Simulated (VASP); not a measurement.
# GaO in VASP: further runs

Runs on GaO. Level: PBE. Tasks: single point.

All numbers are computed with VASP 6.6.1; they aren't measurements. Logs are shortened: lines on timing, memory, paths and dates and some standing lists are left out, and cuts for length are marked.

## (1) The cell of the first run

The typed cell holds 2 atoms: a = 2.835 Å, b = 2.835 Å, c = 2.831 Å, α = 90.00°, β = 90.00°, γ = 90.00°.

The cell was generated, and may not be a known phase.

## (2) Single point, PBE

The input, INCAR:

```
SYSTEM = GaO
  PREC = Accurate
  ENCUT = 520
  EDIFF = 1E-6
  ISMEAR = 0
  SIGMA = 0.1
  LREAL = .FALSE.
  LASPH = .TRUE.
  NELM = 100
  ALGO = Normal
  ISIF = 2
  LWAVE = .FALSE.
  LCHARG = .TRUE.
  GGA = PE
  LELF = .TRUE.
  LVHAR = .TRUE.
  NBANDS = 16
```

The input, KPOINTS:

```
regular mesh
0
G
  20 20 16
  0 0 0
```

The input, POSCAR:

```
GaO
1.0
    2.8347806213      0.0000000000      0.0000000000
    0.0000000000      2.8347806213      0.0000000000
    0.0000000000      0.0000000000      2.8310145062
Ga O
1 1
Direct
    0.0000000000      0.0000000000      0.0000000000
    0.5000000000      0.5000000000      0.5000000000
```

Potentials or basis: VASP PAW PBE potentials, release 64 (Ga_d, O).

Launch:

```bash
cat potpaw_PBE.64/Ga_d/POTCAR potpaw_PBE.64/O/POTCAR > POTCAR
mpirun -np 1 vasp_std > vasp.out
```

OUTCAR:

```text
SYSTEM = GaO
   PREC = Accurate
   ENCUT = 520
   EDIFF = 1E-6
   ISMEAR = 0
   LREAL = .FALSE.
   LASPH = .TRUE.
   NELM = 100
   ISIF = 2
   GGA = PE

 ion  position               nearest neighbor table
   1  0.000  0.000  0.000-
   2  0.500  0.500  0.500-

  LATTYP: Found a simple tetragonal cell.
 ALAT       =     2.8347806213
 C/A-ratio  =     0.9986714615

  Lattice vectors:

 A1 = (   2.8347806213,   0.0000000000,   0.0000000000)
 A2 = (   0.0000000000,   2.8347806213,   0.0000000000)
 A3 = (   0.0000000000,   0.0000000000,   2.8310145062)

Analysis of symmetry for initial positions (statically):
=====================================================================
 Subroutine PRICEL returns:
 Original cell was already a primitive cell.

 Routine SETGRP: Setting up the symmetry group for a
 simple tetragonal supercell.

 Subroutine GETGRP returns: Found 16 space group operations
 (whereof 16 operations were pure point group operations)
 out of a pool of 16 trial point group operations.

The static configuration has the point symmetry D_4h.

Analysis of symmetry for dynamics (positions and initial velocities):
=====================================================================
 Subroutine PRICEL returns:
 Original cell was already a primitive cell.

 Routine SETGRP: Setting up the symmetry group for a
 simple tetragonal supercell.

 Subroutine GETGRP returns: Found 16 space group operations
 (whereof 16 operations were pure point group operations)
 out of a pool of 16 trial point group operations.

The dynamic configuration has the point symmetry D_4h.

 Subroutine INISYM returns: Found 16 space group operations
 (whereof 16 operations are pure point group operations),
 and found     1 'primitive' translations

----------------------------------------------------------------------------------------

                                     Primitive cell

  volume of cell :      22.7500

  direct lattice vectors                    reciprocal lattice vectors
     2.834780621  0.000000000  0.000000000     0.352760984  0.000000000  0.000000000
     0.000000000  2.834780621  0.000000000     0.000000000  0.352760984  0.000000000
     0.000000000  0.000000000  2.831014506     0.000000000  0.000000000  0.353230264

  length of vectors
     2.834780621  2.834780621  2.831014506     0.352760984  0.352760984  0.353230264

  position of ions in fractional coordinates (direct lattice)
     0.000000000  0.000000000  0.000000000
     0.500000000  0.500000000  0.500000000

  ion indices of the primitive-cell ions
   primitive index   ion index
                 1           1
                 2           2

----------------------------------------------------------------------------------------

 KPOINTS: regular mesh

Automatic generation of k-mesh.
 Grid dimensions read from file:
 generate k-points for:   20   20   16

 Generating k-lattice:

  Cartesian coordinates                     Fractional coordinates (reciprocal lattice)
     0.017638049  0.000000000  0.000000000     0.050000000  0.000000000  0.000000000
     0.000000000  0.017638049  0.000000000     0.000000000  0.050000000  0.000000000
     0.000000000  0.000000000  0.022076891     0.000000000  0.000000000  0.062500000

  Length of vectors
     0.017638049  0.017638049  0.022076891

  Shift w.r.t. Gamma in fractional coordinates (k-lattice)
     0.000000000  0.000000000  0.000000000

 Subroutine IBZKPT returns following result:
 ===========================================

 Found    594 irreducible k-points:

 Following reciprocal coordinates:
            Coordinates               Weight
  0.000000  0.000000  0.000000      1.000000
  0.050000  0.000000  0.000000      4.000000
  0.100000  0.000000  0.000000      4.000000
  0.150000  0.000000  0.000000      4.000000
  0.200000  0.000000  0.000000      4.000000
  0.250000  0.000000  0.000000      4.000000
[... 16 lines left out ...]
  0.150000  0.100000  0.000000      8.000000
  0.200000  0.100000  0.000000      8.000000
 [... further k-points ...]
   k-points           NKPTS =    594   k-points in BZ     NKDIM =    594   number of bands    NBANDS=     16
   number of dos      NEDOS =    301   number of ions     NIONS =      2
   total plane-waves  NPLWV =  13824
   dimension x,y,z NGX =    24 NGY =   24 NGZ =   24
   dimension x,y,z NGXF=    48 NGYF=   48 NGZF=   48
   ions per type =               1   1
   NGX,Y,Z   is equivalent  to a cutoff of  14.07, 14.07, 14.09 a.u.
   NGXF,Y,Z  is equivalent  to a cutoff of  28.15, 28.15, 28.19 a.u.
 SYSTEM =  GaO
   PREC   = accura    normal or accurate (medium, high low for compatibility)
   ISTART =      0    job   : 0-new  1-cont  2-samecut
   ICHARG =      2    charge: 1-file 2-atom 10-const
   ISPIN  =      1    spin polarized calculation?
   LNONCOLLINEAR =      F non collinear calculations
   LSORBIT =      F    spin-orbit coupling
   LASPH  =      T    aspherical Exc in radial PAW
   ENCUT  =  520.0 eV  38.22 Ry    6.18 a.u.   5.27  5.27  5.26*2*pi/ulx,y,z
   NELM   =    100;   NELMIN=  2; NELMDL= -5     # of ELM steps
   EDIFF  = 0.1E-05   stopping-criterion for ELM
   LREAL  =      F    real-space projection
   EDIFFG = 0.1E-04   stopping-criterion for IOM
   NSW    =      0    number of steps for IOM
   IBRION =     -1    ionic relax: 0-MD 1-quasi-New 2-CG
   NFREE  =      0    steps in history (QN), initial steepest desc. (CG)
   ISIF   =      2    stress and relaxation
   ISYM   =      2    0-nonsym 1-usesym 2-fastsym
   POTIM  = 0.5000    time-step for ionic-motion
   TEBEG  =    0.0;   TEEND  =   0.0 temperature during run
   PSTRESS=    0.0 pullay stress
   NELECT =      19.0000    total number of electrons
   NUPDOWN=      -1.0000    fix difference up-down
   EMIN   =  10.00;   EMAX   =-10.00  energy-range for DOS
   EFERMI =   0.00;   METHOD = LEGACY
   ISMEAR =     0;   SIGMA  =   0.10  broadening in eV -4-tet -1-fermi 0-gaus
   EFERMI_NEDOS =   21; number of points for ismear=-14 and -15
   IALGO  =     38    algorithm
   IMIX   =      4    mixing-type and parameters
     AMIX     =   0.40;   BMIX     =  1.00
     AMIX_MAG =   1.60;   BMIX_MAG =  1.00
  volume/ion in A,a.u.               =      11.37        76.76
  Fermi-wavevector in a.u.,A,eV,Ry     =   1.541697  2.913385 32.338731  2.376830
  Thomas-Fermi vector in A             =   2.647606
   LORBIT       =      0    0 simple, 1 ext, 2 COOP (PROOUT), +10 PAW based schemes
   GGA     = PE    functional components
   LHFCALC =     F    Hartree Fock is set to
   AEXX    =    0.0000 exact exchange contribution
   IVDW    =     0    specifies the selected vdW correction
   LEPSILON=     F    determine dielectric tensor
   LRPA    =     F    only Hartree local field effects (RPA)
 non-spin polarized calculation
 Gauss-broadening in eV      SIGMA  =   0.10
  energy-cutoff  :      520.00
  volume of cell :       22.75
 maximum number of plane-waves:       627
 NGX is ok and might be reduce to    24
   NGX = 11   NGY = 11   NGZ = 11

 number of electron      19.0000007 magnetization

 Free energy of the ion-electron system (eV)
  ---------------------------------------------------
  ext. energy  EPLUGINS =         0.00000000
  ---------------------------------------------------
  free energy    TOTEN  =        -8.63982146 eV

  energy without entropy =       -8.63567789  energy(sigma->0) =       -8.63774968

 E-fermi :   6.3672     XC(G=0): -12.0690

 val. band max:        6.3644799404   @ k =   0.4000   0.4000   0.4375
 cond. band min:       6.3685569162   @ k =   0.3000   0.1000   0.3750
 fundamental gap:      0.0040769758
 Fermi energy:         6.3671840541

 k-point     1 :       0.0000    0.0000    0.0000
  band No.  band energies     occupation
      1     -13.1418      2.00000
      2      -8.8426      2.00000
      3      -8.8419      2.00000
      4      -8.4498      2.00000
      5      -8.4487      2.00000
      6      -8.4487      2.00000
[... 8 lines left out ...]
     15      17.6445      0.00000
     16      31.0989      0.00000

 k-point     2 :       0.0500    0.0000    0.0000
  band No.  band energies     occupation
      1     -13.1212      2.00000
      2      -8.8417      2.00000
      3      -8.8359      2.00000
      4      -8.4531      2.00000
      5      -8.4520      2.00000
      6      -8.4484      2.00000
[... 8 lines left out ...]
     15      18.1807      0.00000
     16      31.2197      0.00000

 k-point     3 :       0.1000    0.0000    0.0000
  band No.  band energies     occupation
      1     -13.0606      2.00000
      2      -8.8396      2.00000
      3      -8.8180      2.00000
      4      -8.4626      2.00000
      5      -8.4614      2.00000
      6      -8.4477      2.00000
[... 8 lines left out ...]
     15      19.1764      0.00000
     16      30.2567      0.00000

 k-point     4 :       0.1500    0.0000    0.0000
  band No.  band energies     occupation
      1     -12.9637      2.00000
      2      -8.8362      2.00000
      3      -8.7905      2.00000
      4      -8.4772      2.00000
      5      -8.4760      2.00000
      6      -8.4465      2.00000
[... 8 lines left out ...]
     15      20.2937      0.00000
     16      28.7169      0.00000

 k-point     5 :       0.2000    0.0000    0.0000
  band No.  band energies     occupation
      1     -12.8369      2.00000
      2      -8.8319      2.00000
      3      -8.7567      2.00000
      4      -8.4956      2.00000
      5      -8.4943      2.00000
      6      -8.4450      2.00000
[... 8 lines left out ...]
     15      21.4922      0.00000
     16      27.2643      0.00000

 k-point     6 :       0.2500    0.0000    0.0000
  band No.  band energies     occupation
      1     -12.6895      2.00000
      2      -8.8272      2.00000
      3      -8.7207      2.00000
      4      -8.5158      2.00000
      5      -8.5144      2.00000
      6      -8.4434      2.00000
[... 8 lines left out ...]
     15      22.7486      0.00000
     16      25.9031      0.00000
[... 267 lines left out ...]
 k-point    21 :       0.5000    0.0500    0.0000
  band No.  band energies     occupation
      1     -12.1376      2.00000
      2      -8.8070      2.00000
      3      -8.6167      2.00000
      4      -8.5778      2.00000
      5      -8.5754      2.00000
      6      -8.4407      2.00000
[... 8 lines left out ...]
     15      20.8047      0.00000
     16      27.7492      0.00000

 k-point    22 :       0.1000    0.1000    0.0000
  band No.  band energies     occupation
      1     -12.9822      2.00000
      2      -8.8266      2.00000
      3      -8.8033      2.00000
      4      -8.4734      2.00000
      5      -8.4627      2.00000
      6      -8.4575      2.00000
[... 8 lines left out ...]
     15      20.0888      0.00000
     16      28.2854      0.00000

 k-point    23 :       0.1500    0.1000    0.0000
  band No.  band energies     occupation
      1     -12.8890      2.00000
      2      -8.8203      2.00000
      3      -8.7780      2.00000
      4      -8.4857      2.00000
      5      -8.4752      2.00000
      6      -8.4578      2.00000
[... 8 lines left out ...]
     15      21.0672      0.00000
     16      27.2218      0.00000

 k-point    24 :       0.2000    0.1000    0.0000
  band No.  band energies     occupation
      1     -12.7670      2.00000
      2      -8.8150      2.00000
      3      -8.7443      2.00000
      4      -8.5007      2.00000
      5      -8.4928      2.00000
      6      -8.4563      2.00000
[... 8 lines left out ...]
     15      22.1928      0.00000
     16      26.2229      0.00000

 [... further k-points ...]
[... 5 lines left out ...]
  --------------------------------------------------------------------------------------
  -------------------------------------------------------------------------------------
  Total        0.0375075      0.0375075      0.0334422      0.0000000      0.0000000      0.0000000
  in kB        2.6414851      2.6414851      2.3551802      0.0000000      0.0000000      0.0000000
  external PRESSURE =       2.5460501 kB  Pullay stress =       0.0000000 kB

 VOLUME and BASIS-vectors are now :
 -----------------------------------------------------------------------------
  energy-cutoff  :      520.00
  volume of cell :       22.75
      direct lattice vectors                 reciprocal lattice vectors
     2.834780621  0.000000000  0.000000000     0.352760984  0.000000000  0.000000000
     0.000000000  2.834780621  0.000000000     0.000000000  0.352760984  0.000000000
     0.000000000  0.000000000  2.831014506     0.000000000  0.000000000  0.353230264

 POSITION                                       TOTAL-FORCE (eV/Angst)
 -----------------------------------------------------------------------------------
      0.00000      0.00000      0.00000         0.000000      0.000000      0.000000
      1.41739      1.41739      1.41551         0.000000      0.000000      0.000000
 -----------------------------------------------------------------------------------
    total drift:                                0.000000      0.000000     -0.000000

  FREE ENERGIE OF THE ION-ELECTRON SYSTEM (eV)
  ---------------------------------------------------
  free  energy   TOTEN  =        -8.6398214561 eV

  energy  without entropy=       -8.6356778949  energy(sigma->0) =       -8.63774968
```

It took 3.3 min on 1 thread of Intel Xeon 8259CL, shared host; peak memory 0.32 GiB.

What came out:

* Free energy: -8.6398 eV
* Pressure: 0.3 GPa
* Band gap on the k mesh: zero (an odd number of electrons rules out a gap without spin polarisation)

Levels at points of the mesh, in eV from the Fermi level:
```tsv
k point	band 6	band 7	band 8	band 9	band 10	band 11	band 12	band 13	band 14	band 15
(0.00, 0.00, 0.00)	-14.82	-5.40	-3.00	-3.00	-2.98	9.89	9.92	11.25	11.25	11.28
(0.50, 0.00, 0.00)	-14.81	-8.93	-2.23	-2.22	0.96	1.89	10.07	10.12	13.98	14.25
(0.50, 0.50, 0.00)	-14.65	-6.29	-6.29	-2.71	-2.01	5.61	5.61	11.29	13.50	18.11
(0.00, 0.00, 0.50)	-14.81	-8.92	-2.23	-2.23	0.95	1.89	10.09	10.09	13.97	14.24
(0.50, 0.00, 0.50)	-14.66	-6.28	-6.28	-2.69	-2.02	5.59	5.61	11.26	13.46	18.07
(0.50, 0.50, 0.50)	-14.71	-4.17	-4.16	-4.16	1.64	1.65	1.65	1.97	15.67	15.67
```

Caveat: an odd number of electrons without spin polarisation forces a metal; a magnetic or distorted state may lie lower.

## (3) Single point, PBE

The input, INCAR:

```
SYSTEM = GaO
ALGO = Normal
EDIFF = 1E-7
ENCUT = 520
GGA = PE
ISIF = 2
ISMEAR = 0
LASPH = .TRUE.
LCHARG = .TRUE.
LELF = .TRUE.
LREAL = .FALSE.
LVHAR = .TRUE.
LWAVE = .FALSE.
NBANDS = 16
NELM = 60
PREC = Accurate
SIGMA = 0.1
```

The input, KPOINTS:

```
k-points
0
G
  20 20 20
  0 0 0
```

The input, POSCAR:

```
GaO
1.0
    2.8337884209      0.0000000000      0.0000000000
    0.0000000000      2.8337884209      0.0000000000
    0.0000000000      0.0000000000      2.8337080047
Ga O
1 1
Direct
    0.0000000000      0.0000000000      0.0000000000
    0.5000000000      0.5000000000      0.5000000000
```

Potentials or basis: VASP PAW PBE potentials, release 64 (Ga_d, O).

Launch:

```bash
cat potpaw_PBE.64/Ga_d/POTCAR potpaw_PBE.64/O/POTCAR > POTCAR
mpirun -np 1 vasp_std > vasp.out
```

OUTCAR:

```text
SYSTEM = GaO
   EDIFF = 1E-7
   ENCUT = 520
   GGA = PE
   ISIF = 2
   ISMEAR = 0
   LASPH = .TRUE.
   LREAL = .FALSE.
   NELM = 60
   PREC = Accurate

 ion  position               nearest neighbor table
   1  0.000  0.000  0.000-
   2  0.500  0.500  0.500-

  LATTYP: Found a simple tetragonal cell.
 ALAT       =     2.8337884209
 C/A-ratio  =     0.9999716224

  Lattice vectors:

 A1 = (   2.8337884209,   0.0000000000,   0.0000000000)
 A2 = (   0.0000000000,   2.8337884209,   0.0000000000)
[... 625 lines left out ...]
      3      -8.7481      2.00000
      4      -8.5041      2.00000
      5      -8.4975      2.00000
      6      -8.4608      2.00000
[... 8 lines left out ...]
     15      22.2022      0.00000
     16      26.2192      0.00000

 [... further k-points ...]
[... 5 lines left out ...]
  --------------------------------------------------------------------------------------
  -------------------------------------------------------------------------------------
  Total        0.0367983      0.0367983      0.0377860      0.0000000     -0.0000000      0.0000000
  in kB        2.5908839      2.5908839      2.6604263      0.0000000     -0.0000000      0.0000000
  external PRESSURE =       2.6140647 kB  Pullay stress =       0.0000000 kB

 VOLUME and BASIS-vectors are now :
 -----------------------------------------------------------------------------
  energy-cutoff  :      520.00
  volume of cell :       22.76
      direct lattice vectors                 reciprocal lattice vectors
     2.833788421  0.000000000  0.000000000     0.352884496  0.000000000  0.000000000
     0.000000000  2.833788421  0.000000000     0.000000000  0.352884496  0.000000000
     0.000000000  0.000000000  2.833708005     0.000000000  0.000000000  0.352894511

 POSITION                                       TOTAL-FORCE (eV/Angst)
 -----------------------------------------------------------------------------------
      0.00000      0.00000      0.00000         0.000000      0.000000      0.000000
      1.41689      1.41689      1.41685         0.000000      0.000000      0.000000
 -----------------------------------------------------------------------------------
    total drift:                                0.000000      0.000000     -0.000000

  FREE ENERGIE OF THE ION-ELECTRON SYSTEM (eV)
  ---------------------------------------------------
  free  energy   TOTEN  =        -8.6395955307 eV

  energy  without entropy=       -8.6353706970  energy(sigma->0) =       -8.63748311
```

stdout:

```text
POSCAR found type information on POSCAR GaO
 POSCAR found :  2 types and       2 ions
 scaLAPACK will be used
 LDA part: xc-table for (Slater+PW92), standard interpolation
 POSCAR, INCAR and KPOINTS ok, starting setup
 FFT: planning ... GRIDC
 FFT: planning ... GRID_SOFT
 FFT: planning ... GRID
 WAVECAR not read
 entering main loop
```

Wall time 3.8 min (1 thread of Intel Xeon 8259CL, shared host); peak memory 0.36 GiB.

What came out:

| Item | Value |
| --- | --- |
| Free energy | -8.6396 eV |
| Pressure | 0.3 GPa |
| Band gap on the k mesh | zero (an odd number of electrons rules out a gap without spin polarisation) |

Levels at points of the mesh, in eV from the Fermi level:
| k point | band 6 | band 7 | band 8 | band 9 | band 10 | band 11 | band 12 | band 13 | band 14 | band 15 |
| --- | --- | --- | --- | --- | --- | --- | --- | --- | --- | --- |
| (0.00, 0.00, 0.00) | -14.82 | -5.40 | -2.99 | -2.99 | -2.99 | 9.90 | 9.90 | 11.25 | 11.25 | 11.25 |
| (0.50, 0.00, 0.00) | -14.81 | -8.93 | -2.22 | -2.22 | 0.96 | 1.89 | 10.09 | 10.09 | 13.97 | 14.24 |
| (0.50, 0.50, 0.00) | -14.66 | -6.28 | -6.28 | -2.70 | -2.01 | 5.61 | 5.61 | 11.27 | 13.47 | 18.09 |
| (0.00, 0.00, 0.50) | -14.81 | -8.93 | -2.22 | -2.22 | 0.96 | 1.89 | 10.09 | 10.09 | 13.97 | 14.24 |
| (0.50, 0.00, 0.50) | -14.66 | -6.28 | -6.28 | -2.70 | -2.01 | 5.61 | 5.61 | 11.27 | 13.47 | 18.09 |
| (0.50, 0.50, 0.50) | -14.72 | -4.16 | -4.16 | -4.16 | 1.65 | 1.65 | 1.65 | 1.96 | 15.68 | 15.68 |

Caveat: an odd number of electrons without spin polarisation forces a metal; a magnetic or distorted state may lie lower.
